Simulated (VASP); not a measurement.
# Eu (Im-3m) in VASP: notebook

Eu is run at these levels: r2SCAN; tasks: single point.

All numbers are computed with VASP 6.6.1; they aren't measurements. Logs are shortened: lines on timing, memory, paths and dates and some standing lists are left out, and cuts for length are marked.

## Step 1: The cell of the first run

The structure is cubic, space group Im-3m (No. 229). Conventional cell: a = 4.544 Å, b = 4.544 Å, c = 4.544 Å, α = 90.00°, β = 90.00°, γ = 90.00°. Eu (site symmetry m-3m) has 14 Eu at 3.94 to 4.54 Å within 5.2 Å.

## Step 2: Single point, r2SCAN, collinear spin, ferromagnetic start

File POSCAR:

```
Eu
1.0
   -2.2718745629      2.2718745629      2.2718745629
    2.2718745629     -2.2718745629      2.2718745629
    2.2718745629      2.2718745629     -2.2718745629
Eu
1
Direct
    0.0000000000      0.0000000000      0.0000000000
```

File INCAR.step1:

```
PREC = Accurate ; ENCUT = 520
ISMEAR = -1 ; SIGMA = 0.05
LREAL = F ; LASPH = T
NELM = 150 ; ISPIN = 2
MAGMOM = 7 ; LMAXMIX = 6
NBANDS = 18 ; GGA = PE
ALGO = Normal ; EDIFF = 1E-4
LWAVE = T ; LCHARG = F
```

File INCAR.step2:

```
PREC = Accurate ; ENCUT = 520
EDIFF = 1E-7 ; ISMEAR = -1
SIGMA = 0.05 ; LREAL = F
LASPH = T ; NELM = 150
ALGO = Normal ; ISIF = 2
LWAVE = F ; LCHARG = F
ISPIN = 2 ; MAGMOM = 7
LORBIT = 11 ; LMAXMIX = 6
METAGGA = R2SCAN ; LMIXTAU = T
NBANDS = 18 ; ISTART = 1
```

File KPOINTS:

```
regular mesh
0
Gamma
  8 8 8
```

Potentials or basis: VASP PAW PBE potentials, release 64 (Eu).

Launch:

```console
$ cat potpaw_PBE.64/Eu/POTCAR > POTCAR
$ cp INCAR.step1 INCAR
$ mpirun -np 1 vasp_std > vasp.out
$ cp INCAR.step2 INCAR
$ mpirun -np 1 vasp_std > vasp.out
```

OUTCAR:

```text
PREC = Accurate
   ENCUT = 520
   EDIFF = 1E-7
   ISMEAR = -1
   LREAL = F
   LASPH = T
   NELM = 150
   ISIF = 2
   ISPIN = 2
   LORBIT = 11
   METAGGA = R2SCAN
   ISTART = 1

 ion  position               nearest neighbor table
   1  0.000  0.000  0.000-

  LATTYP: Found a body centered cubic cell.
 ALAT       =     4.5437491258

  Lattice vectors:

 A1 = (  -2.2718745629,   2.2718745629,   2.2718745629)
 A2 = (   2.2718745629,  -2.2718745629,   2.2718745629)
 A3 = (   2.2718745629,   2.2718745629,  -2.2718745629)

Analysis of symmetry for initial positions (statically):
=====================================================================
 Subroutine PRICEL returns:
 Original cell was already a primitive cell.

 Routine SETGRP: Setting up the symmetry group for a
 body centered cubic supercell.

 Subroutine GETGRP returns: Found 48 space group operations
 (whereof 48 operations were pure point group operations)
 out of a pool of 48 trial point group operations.

The static configuration has the point symmetry O_h .

Analysis of symmetry for dynamics (positions and initial velocities):
=====================================================================
 Subroutine PRICEL returns:
 Original cell was already a primitive cell.

 Routine SETGRP: Setting up the symmetry group for a
 body centered cubic supercell.

 Subroutine GETGRP returns: Found 48 space group operations
 (whereof 48 operations were pure point group operations)
 out of a pool of 48 trial point group operations.

The dynamic configuration has the point symmetry O_h .

Analysis of structural, dynamic, and magnetic symmetry:
=====================================================================
 Subroutine PRICEL returns:
 Original cell was already a primitive cell.

 Routine SETGRP: Setting up the symmetry group for a
 body centered cubic supercell.

 Subroutine GETGRP returns: Found 48 space group operations
 (whereof 48 operations were pure point group operations)
 out of a pool of 48 trial point group operations.

The overall configuration has the point symmetry O_h .

 Subroutine INISYM returns: Found 48 space group operations
 (whereof 48 operations are pure point group operations),
 and found     1 'primitive' translations

----------------------------------------------------------------------------------------

                                     Primitive cell

[... 94 lines left out ...]
   ISIF   =      2    stress and relaxation
   ISYM   =      2    0-nonsym 1-usesym 2-fastsym
   POTIM  = 0.5000    time-step for ionic-motion
   TEBEG  =    0.0;   TEEND  =   0.0 temperature during run
   PSTRESS=    0.0 pullay stress
   NELECT =      17.0000    total number of electrons
   NUPDOWN=      -1.0000    fix difference up-down
   EMIN   =  10.00;   EMAX   =-10.00  energy-range for DOS
   EFERMI =   0.00;   METHOD = LEGACY
   ISMEAR =    -1;   SIGMA  =   0.05  broadening in eV -4-tet -1-fermi 0-gaus
   EFERMI_NEDOS =   21; number of points for ismear=-14 and -15
   IALGO  =     38    algorithm
   IMIX   =      4    mixing-type and parameters
     AMIX     =   0.40;   BMIX     =  1.00
     AMIX_MAG =   1.60;   BMIX_MAG =  1.00
  volume/ion in A,a.u.               =      46.90       316.53
  Fermi-wavevector in a.u.,A,eV,Ry     =   1.167222  2.205730 18.536675  1.362407
  Thomas-Fermi vector in A             =   2.303725
   LORBIT       =     11    0 simple, 1 ext, 2 COOP (PROOUT), +10 PAW based schemes
   METAGGA = R2SCAN    functional components
   LHFCALC =     F    Hartree Fock is set to
   AEXX    =    0.0000 exact exchange contribution
   IVDW    =     0    specifies the selected vdW correction
   LEPSILON=     F    determine dielectric tensor
   LRPA    =     F    only Hartree local field effects (RPA)
 spin polarized calculation
  energy-cutoff  :      520.00
  volume of cell :       46.90
 maximum number of plane-waves:      1286
 NGX is ok and might be reduce to    30
   NGX = 15   NGY = 15   NGZ = 15

 number of electron      17.0000002 magnetization       7.7561209

 Free energy of the ion-electron system (eV)
  ---------------------------------------------------
  ext. energy  EPLUGINS =         0.00000000
  ---------------------------------------------------
  free energy    TOTEN  =       -39.65582073 eV

  energy without entropy =      -39.64128881  energy(sigma->0) =      -39.64855477

 E-fermi :   1.7167     XC(G=0):  -8.8283

 val. band max:        1.7157158076   @ k =   0.3750   0.1250   0.1250
 cond. band min:       1.7233871338   @ k =  -0.3750   0.3750   0.2500
 fundamental gap:      0.0076713262
 Fermi energy:         1.7166826496

 spin component 1

 k-point     1 :       0.0000    0.0000    0.0000
  band No.  band energies     occupation
      1     -41.4948      1.00000
      2     -19.5152      1.00000
      3     -19.5152      1.00000
      4     -19.5152      1.00000
      5      -2.9989      1.00000
      6       1.1177      0.99999
[... 493 lines left out ...]
     17       6.0539      0.00000
     18       9.4305      0.00000

 [... further k-points ...]

 spin component 2

 k-point     1 :       0.0000    0.0000    0.0000
  band No.  band energies     occupation
      1     -37.7217      1.00000
      2     -16.7920      1.00000
      3     -16.7920      1.00000
      4     -16.7920      1.00000
      5      -1.4083      1.00000
      6       4.8927      0.00000
[... 493 lines left out ...]
     17       8.1325      0.00000
     18      11.2097      0.00000

 [... further k-points ...]
[... 5 lines left out ...]
  --------------------------------------------------------------------------------------
  -------------------------------------------------------------------------------------
  Total       -0.3354366     -0.3354366     -0.3354366      0.0000000     -0.0000000      0.0000000
  in kB      -11.4579796    -11.4579796    -11.4579796      0.0000000     -0.0000000      0.0000000
  external PRESSURE =     -11.4579796 kB  Pullay stress =       0.0000000 kB

 VOLUME and BASIS-vectors are now :
 -----------------------------------------------------------------------------
  energy-cutoff  :      520.00
  volume of cell :       46.90
      direct lattice vectors                 reciprocal lattice vectors
    -2.271874563  2.271874563  2.271874563     0.000000000  0.220082573  0.220082573
     2.271874563 -2.271874563  2.271874563     0.220082573  0.000000000  0.220082573
     2.271874563  2.271874563 -2.271874563     0.220082573  0.220082573  0.000000000

 POSITION                                       TOTAL-FORCE (eV/Angst)
 -----------------------------------------------------------------------------------
      0.00000      0.00000      0.00000         0.000000     -0.000000      0.000000
 -----------------------------------------------------------------------------------
    total drift:                               -0.000000     -0.000000      0.000000

  FREE ENERGIE OF THE ION-ELECTRON SYSTEM (eV)
  ---------------------------------------------------
  free  energy   TOTEN  =       -39.6558207316 eV

  energy  without entropy=      -39.6412888084  energy(sigma->0) =      -39.64855477

 total charge

# of ion       s       p       d       f       tot
--------------------------------------------------
    1        2.078   5.768   0.242   6.695  14.783

 magnetization (x)

# of ion       s       p       d       f       tot
--------------------------------------------------
    1       -0.011  -0.153   0.173   6.694   6.703
```

It took 5.2 min on 1 thread of AMD EPYC 7R13, shared host; peak memory 0.23 GiB.

Results:

```
Free energy                                           : -39.6558 eV
Pressure                                              : -1.1 GPa
Net moment                                            : 7.76 μB per cell
Site moments                                          : Eu +6.70 μB
Valence electrons inside the program's atomic spheres : Eu 14.78
```

Caveat: the PAW data sets were made with another functional, which shifts forces and pressure a little; spin-orbit coupling is left out, which moves the levels of the heavy elements; semilocal functionals describe open f shells poorly, which spoils levels, moments and volumes.

## Step 3: Single point, r2SCAN, collinear spin, ferromagnetic start

This run uses another cell than the first one, of 47.88 Å³/atom.

File POSCAR:

```
Eu
1.0
   -2.2875431584      2.2875431584      2.2875431584
    2.2875431584     -2.2875431584      2.2875431584
    2.2875431584      2.2875431584     -2.2875431584
Eu
1
Direct
    0.0000000000      0.0000000000      0.0000000000
```

File INCAR.step1:

```
PREC = Accurate
ENCUT = 520
ISMEAR = -1
SIGMA = 0.05
LREAL = F
LASPH = T
NELM = 150
ISPIN = 2
MAGMOM = 7
LMAXMIX = 6
NBANDS = 18
GGA = PE
ALGO = Normal
EDIFF = 1E-4
LWAVE = T
LCHARG = F
```

File INCAR.step2:

```
PREC = Accurate
ENCUT = 520
EDIFF = 1E-6
ISMEAR = -1
SIGMA = 0.05
LREAL = F
LASPH = T
NELM = 150
ALGO = Normal
ISIF = 2
LWAVE = F
LCHARG = F
ISPIN = 2
MAGMOM = 7
LORBIT = 11
LMAXMIX = 6
METAGGA = R2SCAN
LMIXTAU = T
NBANDS = 18
ISTART = 1
```

File KPOINTS:

```
Automatic mesh
0
Gamma
  8 8 8
```

Potentials or basis: VASP PAW PBE potentials, release 64 (Eu).

Launch:

```console
$ cat potpaw_PBE.64/Eu/POTCAR > POTCAR
$ cp INCAR.step1 INCAR
$ mpirun -np 1 vasp_std > vasp.out
$ cp INCAR.step2 INCAR
$ mpirun -np 1 vasp_std > vasp.out
```

OUTCAR:

```text
PREC = Accurate
   ENCUT = 520
   EDIFF = 1E-6
   ISMEAR = -1
   LREAL = F
   LASPH = T
   NELM = 150
   ISIF = 2
   ISPIN = 2
   LORBIT = 11
   METAGGA = R2SCAN
   ISTART = 1

 ion  position               nearest neighbor table
   1  0.000  0.000  0.000-

  LATTYP: Found a body centered cubic cell.
 ALAT       =     4.5750863168

  Lattice vectors:

 A1 = (  -2.2875431584,   2.2875431584,   2.2875431584)
 A2 = (   2.2875431584,  -2.2875431584,   2.2875431584)
 A3 = (   2.2875431584,   2.2875431584,  -2.2875431584)

Analysis of symmetry for initial positions (statically):
=====================================================================
 Subroutine PRICEL returns:
 Original cell was already a primitive cell.

 Routine SETGRP: Setting up the symmetry group for a
 body centered cubic supercell.

 Subroutine GETGRP returns: Found 48 space group operations
 (whereof 48 operations were pure point group operations)
 out of a pool of 48 trial point group operations.

The static configuration has the point symmetry O_h .

Analysis of symmetry for dynamics (positions and initial velocities):
=====================================================================
 Subroutine PRICEL returns:
 Original cell was already a primitive cell.

 Routine SETGRP: Setting up the symmetry group for a
 body centered cubic supercell.

 Subroutine GETGRP returns: Found 48 space group operations
 (whereof 48 operations were pure point group operations)
 out of a pool of 48 trial point group operations.

The dynamic configuration has the point symmetry O_h .

Analysis of structural, dynamic, and magnetic symmetry:
=====================================================================
 Subroutine PRICEL returns:
 Original cell was already a primitive cell.

 Routine SETGRP: Setting up the symmetry group for a
 body centered cubic supercell.

 Subroutine GETGRP returns: Found 48 space group operations
[... 126 lines left out ...]
   METAGGA = R2SCAN    functional components
   LHFCALC =     F    Hartree Fock is set to
   AEXX    =    0.0000 exact exchange contribution
   IVDW    =     0    specifies the selected vdW correction
   LEPSILON=     F    determine dielectric tensor
   LRPA    =     F    only Hartree local field effects (RPA)
 spin polarized calculation
  energy-cutoff  :      520.00
  volume of cell :       47.88
 maximum number of plane-waves:      1312
 NGX is ok and might be reduce to    30
   NGX = 15   NGY = 15   NGZ = 15

 number of electron      17.0000008 magnetization       7.7433516

 Free energy of the ion-electron system (eV)
  ---------------------------------------------------
  ext. energy  EPLUGINS =         0.00000000
  ---------------------------------------------------
  free energy    TOTEN  =       -39.64890148 eV

  energy without entropy =      -39.63437762  energy(sigma->0) =      -39.64163955

 E-fermi :   1.6372     XC(G=0):  -8.7486

 val. band max:        1.6239399437   @ k =   0.3750   0.1250   0.1250
 cond. band min:       1.6591919389   @ k =  -0.3750   0.3750   0.2500
 fundamental gap:      0.0352519952
 Fermi energy:         1.6372426302

 spin component 1

 k-point     1 :       0.0000    0.0000    0.0000
  band No.  band energies     occupation
      1     -41.5845      1.00000
      2     -19.6154      1.00000
      3     -19.6154      1.00000
      4     -19.6154      1.00000
      5      -3.0239      1.00000
      6       1.0465      0.99999
[... 493 lines left out ...]
     17       5.9135      0.00000
     18       9.1992      0.00000

 [... further k-points ...]

 spin component 2

 k-point     1 :       0.0000    0.0000    0.0000
  band No.  band energies     occupation
      1     -37.8118      1.00000
      2     -16.8964      1.00000
      3     -16.8964      1.00000
      4     -16.8964      1.00000
      5      -1.4793      1.00000
      6       4.7992      0.00000
[... 493 lines left out ...]
     17       8.0092      0.00000
     18      10.9587      0.00000

 [... further k-points ...]
[... 5 lines left out ...]
  --------------------------------------------------------------------------------------
  -------------------------------------------------------------------------------------
  Total       -0.4092053     -0.4092053     -0.4092053      0.0000000      0.0000000     -0.0000000
  in kB      -13.6925376    -13.6925376    -13.6925376      0.0000000      0.0000000     -0.0000000
  external PRESSURE =     -13.6925376 kB  Pullay stress =       0.0000000 kB

 VOLUME and BASIS-vectors are now :
 -----------------------------------------------------------------------------
  energy-cutoff  :      520.00
  volume of cell :       47.88
      direct lattice vectors                 reciprocal lattice vectors
    -2.287543158  2.287543158  2.287543158     0.000000000  0.218575111  0.218575111
     2.287543158 -2.287543158  2.287543158     0.218575111  0.000000000  0.218575111
     2.287543158  2.287543158 -2.287543158     0.218575111  0.218575111  0.000000000

 POSITION                                       TOTAL-FORCE (eV/Angst)
 -----------------------------------------------------------------------------------
      0.00000      0.00000      0.00000         0.000000      0.000000      0.000000
 -----------------------------------------------------------------------------------
    total drift:                               -0.000000     -0.000000      0.000000

  FREE ENERGIE OF THE ION-ELECTRON SYSTEM (eV)
  ---------------------------------------------------
  free  energy   TOTEN  =       -39.6489014810 eV

  energy  without entropy=      -39.6343776188  energy(sigma->0) =      -39.64163955

 total charge

# of ion       s       p       d       f       tot
--------------------------------------------------
    1        2.077   5.769   0.234   6.701  14.780

 magnetization (x)

# of ion       s       p       d       f       tot
--------------------------------------------------
    1       -0.011  -0.154   0.166   6.700   6.700
```

OSZICAR.step1:

```text
N       E                     dE             d eps       ncg     rms          rms(c)
DAV:   1     0.109381818948E+03    0.10938E+03   -0.66421E+03  2514   0.405E+03
DAV:   2     0.906639258187E+01   -0.10032E+03   -0.88867E+02  2656   0.272E+02
DAV:   3    -0.747375859439E+01   -0.16540E+02   -0.16306E+02  3192   0.100E+02
DAV:   4    -0.905804986973E+01   -0.15843E+01   -0.15749E+01  4010   0.244E+01
DAV:   5    -0.914345615654E+01   -0.85406E-01   -0.85304E-01  3590   0.651E+00    0.291E+01
DAV:   6    -0.125606269719E+02   -0.34172E+01   -0.32060E+00  2810   0.162E+01    0.195E+01
DAV:   7    -0.114872845631E+02    0.10733E+01   -0.16456E+00  3098   0.236E+01    0.134E+01
DAV:   8    -0.114233507664E+02    0.63934E-01   -0.69007E-01  3140   0.182E+01    0.485E+00
DAV:   9    -0.114235819232E+02   -0.23116E-03   -0.16569E-01  3360   0.843E+00    0.356E+00
DAV:  10    -0.114151083156E+02    0.84736E-02   -0.16990E-02  3726   0.143E+00    0.339E+00
DAV:  11    -0.114158099477E+02   -0.70163E-03   -0.16754E-03  3738   0.203E-01    0.323E+00
DAV:  12    -0.114132044372E+02    0.26055E-02   -0.13818E-03  3330   0.696E-01    0.232E+00
DAV:  13    -0.114107181075E+02    0.24863E-02   -0.61661E-03  3076   0.160E+00    0.390E-01
DAV:  14    -0.114109037880E+02   -0.18568E-03   -0.70353E-04  3616   0.315E-01    0.373E-01
DAV:  15    -0.114109189979E+02   -0.15210E-04   -0.36489E-05  1602   0.468E-02
   1 F= -.11410919E+02 E0= -.11404039E+02  d E =-.137598E-01  mag=     7.3471
```

Run time: 4.2 min. Hardware: 1 thread of AMD EPYC 7R13, shared host; peak memory 0.23 GiB.

Results:

```
Free energy                                           : -39.6489 eV
Pressure                                              : -1.4 GPa
Net moment                                            : 7.74 μB per cell
Site moments                                          : Eu +6.70 μB
Valence electrons inside the program's atomic spheres : Eu 14.78
```

Levels at points of the mesh, in eV from the Fermi level:
Spin up:
```
           k point  band 10  band 11  band 12  band 13  band 14  band 15
(0.00, 0.00, 0.00)    -0.51    -0.51    -0.49     1.96     1.96     1.96
(0.50, 0.00, 0.00)    -0.50    -0.49    -0.47     0.18     0.59     3.30
(0.50, 0.50, 0.50)    -0.61    -0.43    -0.43    -0.43     4.43     4.43
```
Spin down:
| k point | band 2 | band 3 | band 4 | band 5 | band 6 | band 7 | band 8 | band 9 |
| --- | --- | --- | --- | --- | --- | --- | --- | --- |
| (0.00, 0.00, 0.00) | -18.53 | -18.53 | -18.53 | -3.12 | 3.16 | 3.16 | 3.16 | 4.96 |
| (0.50, 0.00, 0.00) | -18.91 | -18.66 | -18.53 | -0.43 | 1.63 | 1.76 | 4.80 | 5.22 |
| (0.50, 0.50, 0.50) | -18.80 | -18.80 | -18.80 | 0.29 | 0.29 | 4.86 | 4.86 | 4.86 |

Caveat: the PAW data sets were made with another functional, which shifts forces and pressure a little; spin-orbit coupling is left out, which moves the levels of the heavy elements; semilocal functionals describe open f shells poorly, which spoils levels, moments and volumes.

[end of part 1 of 2]
